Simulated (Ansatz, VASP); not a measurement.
## One calculation of W, two programs

```
W
1.0
    -1.59178    1.59178    1.59178
     1.59178   -1.59178    1.59178
     1.59178    1.59178   -1.59178
W
1
Direct
  0.00000 0.00000 0.00000
```

Alike in both runs: functional PBE; k mesh 18 × 18 × 18; occupations gaussian, width 0.1 eV; no spin polarisation.

Ansatz relaxed the structure, and its values are those at the end. VASP's run is a single point on that final structure, the one shown.

|  | VASP | Ansatz |
| --- | --- | --- |
| version | VASP 6.6.1 | Ansatz 0.2.0 |
| potentials or method | VASP PAW PBE potentials, release 64 (W_sv), cutoff 520 eV | scalar-relativistic, plane waves, PAW |
| valence electrons in the cell | 14 | 14 |

```tsv
	VASP	Ansatz	Ansatz less VASP
gap on the k mesh at the Fermi level (eV)	none	none	-
pressure (GPa)	0.5	0.0	-0.48
```

A gap of «none» marks a metal or a gap that the smearing closes. The functional is the same, so the differences come from potentials, cutoffs and numerics.

Neither program's run includes spin-orbit coupling.
